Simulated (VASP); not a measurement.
# Ni (P6_3/mmc) in VASP: notebook

Runs on Ni. Level: LDA. Tasks: electric field gradients.

Program: VASP 6.6.1. These are calculated values, not measurements. Logs are shortened: lines on timing, memory, paths and dates and some standing lists are left out, and cuts for length are marked.

### Step 1. The cell of the first run

The structure is hexagonal, space group P6_3/mmc (No. 194). Conventional cell: a = 2.398 Å, b = 2.398 Å, c = 3.990 Å, α = 90.00°, β = 90.00°, γ = 120.00°. Within 3.2 Å of Ni (site symmetry -6m2) lie 12 Ni at 2.40 to 2.43 Å.

This isn't the form of Ni at room conditions, which is fcc.

### Step 2. Electric field gradients, LDA, collinear spin, ferromagnetic start (9.94 Å³/atom)

INCAR

```
PREC = Accurate
ENCUT = 520
EDIFF = 1E-8
ISMEAR = -1
SIGMA = 0.08
LREAL = False
LASPH = True
NELM = 150
ALGO = Normal
ISIF = 2
LWAVE = False
LCHARG = False
ISPIN = 2
MAGMOM = 1.5 1.5
LORBIT = 11
LMAXMIX = 4
LEFG = True
NBANDS = 21
```

KPOINTS

```
regular mesh
0
Gamma
  15 15 8
```

POSCAR

```
Ni
1.0
    2.3984743352      0.0000000000      0.0000000000
   -1.1992371676      2.0771397046      0.0000000000
    0.0000000000      0.0000000000      3.9903729812
Ni
2
Direct
    0.3333333333      0.6666666667      0.2500000000
    0.6666666667      0.3333333333      0.7500000000
```

Potentials or basis: VASP PAW LDA potentials, release 64 (Ni).

On the command line:

```console
$ cat potpaw_LDA.64/Ni/POTCAR > POTCAR
$ mpirun -np 1 vasp_std > vasp.out
```

OUTCAR:

```text
PREC = Accurate
   ENCUT = 520
   EDIFF = 1E-8
   ISMEAR = -1
   LREAL = False
   LASPH = True
   NELM = 150
   ISIF = 2
   ISPIN = 2
   LORBIT = 11

 ion  position               nearest neighbor table
   1  0.333  0.667  0.250-   2 2.43   2 2.43   2 2.43   2 2.43   2 2.43   2 2.43
   2  0.667  0.333  0.750-   1 2.43   1 2.43   1 2.43   1 2.43   1 2.43   1 2.43

  LATTYP: Found a hexagonal cell.
 ALAT       =     2.3984743352
 C/A-ratio  =     1.6637130207

  Lattice vectors:

 A1 = (   2.3984743352,   0.0000000000,   0.0000000000)
 A2 = (  -1.1992371676,   2.0771397046,   0.0000000000)
 A3 = (   0.0000000000,   0.0000000000,   3.9903729812)

Analysis of symmetry for initial positions (statically):
=====================================================================
 Subroutine PRICEL returns:
 Original cell was already a primitive cell.

 Routine SETGRP: Setting up the symmetry group for a
 hexagonal supercell.

 Subroutine GETGRP returns: Found 24 space group operations
 (whereof 12 operations were pure point group operations)
 out of a pool of 24 trial point group operations.

The static configuration has the point symmetry D_3d.
 The point group associated with its full space group is D_6h.

Analysis of symmetry for dynamics (positions and initial velocities):
=====================================================================
 Subroutine PRICEL returns:
 Original cell was already a primitive cell.

 Routine SETGRP: Setting up the symmetry group for a
 hexagonal supercell.

 Subroutine GETGRP returns: Found 24 space group operations
 (whereof 12 operations were pure point group operations)
 out of a pool of 24 trial point group operations.

The dynamic configuration has the point symmetry D_3d.
 The point group associated with its full space group is D_6h.

Analysis of structural, dynamic, and magnetic symmetry:
=====================================================================
 Subroutine PRICEL returns:
 Original cell was already a primitive cell.

 Routine SETGRP: Setting up the symmetry group for a
 hexagonal supercell.

 Subroutine GETGRP returns: Found 24 space group operations
 (whereof 12 operations were pure point group operations)
 out of a pool of 24 trial point group operations.

The overall configuration has the point symmetry D_3d.
 The point group associated with its full space group is D_6h.

 Subroutine INISYM returns: Found 24 space group operations
 (whereof 12 operations are pure point group operations),
 and found     1 'primitive' translations

----------------------------------------------------------------------------------------

                                     Primitive cell

  volume of cell :      19.8799

  direct lattice vectors                    reciprocal lattice vectors
     2.398474335  0.000000000  0.000000000     0.416931708  0.240715634  0.000000000
    -1.199237168  2.077139705  0.000000000     0.000000000  0.481431267  0.000000000
     0.000000000  0.000000000  3.990372981     0.000000000  0.000000000  0.250603140

  length of vectors
     2.398474335  2.398474335  3.990372981     0.481431267  0.481431267  0.250603140

  position of ions in fractional coordinates (direct lattice)
     0.333333333  0.666666667  0.250000000
     0.666666667  0.333333333  0.750000000

  ion indices of the primitive-cell ions
   primitive index   ion index
                 1           1
                 2           2

----------------------------------------------------------------------------------------

 KPOINTS: regular mesh

Automatic generation of k-mesh.
 Grid dimensions read from file:
[... 63 lines left out ...]
   ENCUT  =  520.0 eV  38.22 Ry    6.18 a.u.   4.46  4.46  7.42*2*pi/ulx,y,z
   NELM   =    150;   NELMIN=  2; NELMDL= -5     # of ELM steps
   EDIFF  = 0.1E-07   stopping-criterion for ELM
   LREAL  =      F    real-space projection
   EDIFFG = 0.1E-06   stopping-criterion for IOM
   NSW    =      0    number of steps for IOM
   IBRION =     -1    ionic relax: 0-MD 1-quasi-New 2-CG
   NFREE  =      0    steps in history (QN), initial steepest desc. (CG)
   ISIF   =      2    stress and relaxation
   ISYM   =      2    0-nonsym 1-usesym 2-fastsym
   POTIM  = 0.5000    time-step for ionic-motion
   TEBEG  =    0.0;   TEEND  =   0.0 temperature during run
   PSTRESS=    0.0 pullay stress
   NELECT =      20.0000    total number of electrons
   NUPDOWN=      -1.0000    fix difference up-down
   EMIN   =  10.00;   EMAX   =-10.00  energy-range for DOS
   EFERMI =   0.00;   METHOD = LEGACY
   ISMEAR =    -1;   SIGMA  =   0.08  broadening in eV -4-tet -1-fermi 0-gaus
   EFERMI_NEDOS =   21; number of points for ismear=-14 and -15
   IALGO  =     38    algorithm
   IMIX   =      4    mixing-type and parameters
     AMIX     =   0.40;   BMIX     =  1.00
     AMIX_MAG =   1.60;   BMIX_MAG =  1.00
  volume/ion in A,a.u.               =       9.94        67.08
  Fermi-wavevector in a.u.,A,eV,Ry     =   1.640389  3.099885 36.611573  2.690875
  Thomas-Fermi vector in A             =   2.731035
   LORBIT       =     11    0 simple, 1 ext, 2 COOP (PROOUT), +10 PAW based schemes
   GGA     = CA    functional components
   LHFCALC =     F    Hartree Fock is set to
   AEXX    =    0.0000 exact exchange contribution
   IVDW    =     0    specifies the selected vdW correction
   LEPSILON=     F    determine dielectric tensor
   LRPA    =     F    only Hartree local field effects (RPA)
 spin polarized calculation
  energy-cutoff  :      520.00
  volume of cell :       19.88
 maximum number of plane-waves:       555
 NGX is ok and might be reduce to    18
   NGX =  9   NGY =  9   NGZ = 15

 number of electron      19.9999984 magnetization       1.1701618

 Free energy of the ion-electron system (eV)
  ---------------------------------------------------
  ext. energy  EPLUGINS =         0.00000000
  ---------------------------------------------------
  free energy    TOTEN  =       -13.14484062 eV

  energy without entropy =      -13.06693339  energy(sigma->0) =      -13.10588701

 E-fermi :  10.3906     XC(G=0): -14.1551

 val. band max:       10.3901668334   @ k =   0.0667   0.0000   0.1250
 cond. band min:      10.3917726849   @ k =   0.2667   0.0667   0.3750
 fundamental gap:      0.0016058515
 Fermi energy:        10.3906290307

 spin component 1

 k-point     1 :       0.0000    0.0000    0.0000
  band No.  band energies     occupation
      1       0.7481      1.00000
      2       5.0549      1.00000
      3       7.7213      1.00000
      4       7.8954      1.00000
      5       7.8954      1.00000
      6       8.1903      1.00000
[... 565 lines left out ...]
     20      41.1789      0.00000
     21      45.3623      0.00000

 [... further k-points ...]

 spin component 2

 k-point     1 :       0.0000    0.0000    0.0000
  band No.  band energies     occupation
      1       0.7992      1.00000
      2       5.4054      1.00000
      3       8.2922      1.00000
      4       8.4596      1.00000
      5       8.4596      1.00000
      6       8.7698      1.00000
[... 565 lines left out ...]
     20      41.3129      0.00000
     21      45.3953      0.00000

 [... further k-points ...]

------------------------ aborting loop because EDIFF is reached ----------------------------------------

  FORCE on cell =-STRESS in cart. coord.  units (eV):
  Direction    XX          YY          ZZ          XY          YZ          ZX
  --------------------------------------------------------------------------------------
  -------------------------------------------------------------------------------------
  Total        0.5919766      0.5919766      0.0499155      0.0000000      0.0000000      0.0000000
  in kB       47.7090552     47.7090552      4.0228338      0.0000000      0.0000000      0.0000000
  external PRESSURE =      33.1469814 kB  Pullay stress =       0.0000000 kB

 VOLUME and BASIS-vectors are now :
 -----------------------------------------------------------------------------
  energy-cutoff  :      520.00
  volume of cell :       19.88
      direct lattice vectors                 reciprocal lattice vectors
     2.398474335  0.000000000  0.000000000     0.416931708  0.240715634  0.000000000
    -1.199237168  2.077139705  0.000000000     0.000000000  0.481431267  0.000000000
     0.000000000  0.000000000  3.990372981     0.000000000  0.000000000  0.250603140

 POSITION                                       TOTAL-FORCE (eV/Angst)
 -----------------------------------------------------------------------------------
     -0.00000      1.38476      0.99759         0.000000      0.000000      0.000000
      1.19924      0.69238      2.99278        -0.000000     -0.000000      0.000000
 -----------------------------------------------------------------------------------
    total drift:                               -0.000000      0.000000     -0.000000

  FREE ENERGIE OF THE ION-ELECTRON SYSTEM (eV)
  ---------------------------------------------------
  free  energy   TOTEN  =       -13.1448406210 eV

  energy  without entropy=      -13.0669333914  energy(sigma->0) =      -13.10588701

 Electric field gradients (V/A^2)
---------------------------------------------------------------------
 ion       V_xx      V_yy      V_zz      V_xy      V_xz      V_yz
---------------------------------------------------------------------
   1       1.025     1.024    -2.049    -0.001     0.000    -0.000
   2       1.025     1.024    -2.049    -0.001    -0.000     0.000
---------------------------------------------------------------------

 Electric field gradients after diagonalization (V/A^2)
 (convention: |V_zz| > |V_xx| > |V_yy|)
----------------------------------------------------------------------
 ion       V_xx      V_yy      V_zz     asymmetry (V_yy - V_xx)/ V_zz
----------------------------------------------------------------------
   1       1.026     1.023    -2.049       0.001
   2       1.026     1.023    -2.049       0.001
----------------------------------------------------------------------

           NMR quadrupolar parameters

 Cq : quadrupolar parameter    Cq=e*Q*V_zz/h
 eta: asymmetry parameters     (V_yy - V_xx)/ V_zz
 Q  : nuclear electric quadrupole moment in mb (millibarn)
----------------------------------------------------------------------
 ion       Cq(MHz)       eta       Q (mb)
----------------------------------------------------------------------
   1      -0.005       0.001       1.000
   2      -0.005       0.001       1.000
----------------------------------------------------------------------

 total charge

# of ion       s       p       d       tot
------------------------------------------
    1        0.539   0.581   8.376   9.496
    2        0.539   0.581   8.376   9.496
--------------------------------------------------
tot          1.078   1.163  16.752  18.993

 magnetization (x)

# of ion       s       p       d       tot
------------------------------------------
    1       -0.004  -0.018   0.605   0.584
    2       -0.004  -0.018   0.605   0.584
--------------------------------------------------
tot         -0.007  -0.035   1.210   1.168
```

Wall time 76 s (1 thread of AMD EPYC 9R45 (Zen 5), shared host); peak memory 0.15 GiB.

What came out:

```
Free energy                                           : -13.1448 eV
Pressure                                              : 3.3 GPa
Net moment                                            : 1.17 μB per cell
Site moments                                          : Ni +0.58 μB
Largest electric field gradient by atom               : Ni -2.0 V/Å²
Valence electrons inside the program's atomic spheres : Ni 9.50
```

Levels at points of the mesh, in eV from the Fermi level:
Spin up:
| k point | band 8 | band 9 | band 10 | band 11 | band 12 | band 13 | band 14 | band 15 |
| --- | --- | --- | --- | --- | --- | --- | --- | --- |
| (0.00, 0.00, 0.00) | -1.65 | -1.65 | -0.64 | -0.61 | -0.61 | 6.12 | 23.68 | 26.02 |
| (0.00, 0.00, 0.50) | -2.53 | -0.94 | -0.94 | -0.94 | -0.94 | 14.89 | 14.89 | 24.41 |
Spin down:
```csv
k point,band 5,band 6,band 7,band 8,band 9,band 10,band 11,band 12,band 13,band 14
"(0.00, 0.00, 0.00)",-1.93,-1.62,-1.62,-1.08,-1.08,-0.60,0.00,0.00,6.49,23.67
"(0.00, 0.00, 0.50)",-1.96,-1.96,-1.96,-1.96,-0.34,-0.34,-0.34,-0.34,15.08,15.08
```

Electric field gradients, principal values (V/Å²):
```
atom  least  middle  greatest (by size)
1 Ni  1.023   1.026              -2.049
2 Ni  1.023   1.026              -2.049
```

Caveat: the cell stands under pressure; without QUAD_EFG the Cq values of the log hold for a quadrupole moment of 1 mb, not for the nuclei.

(Part 1 of 2 ends here.)
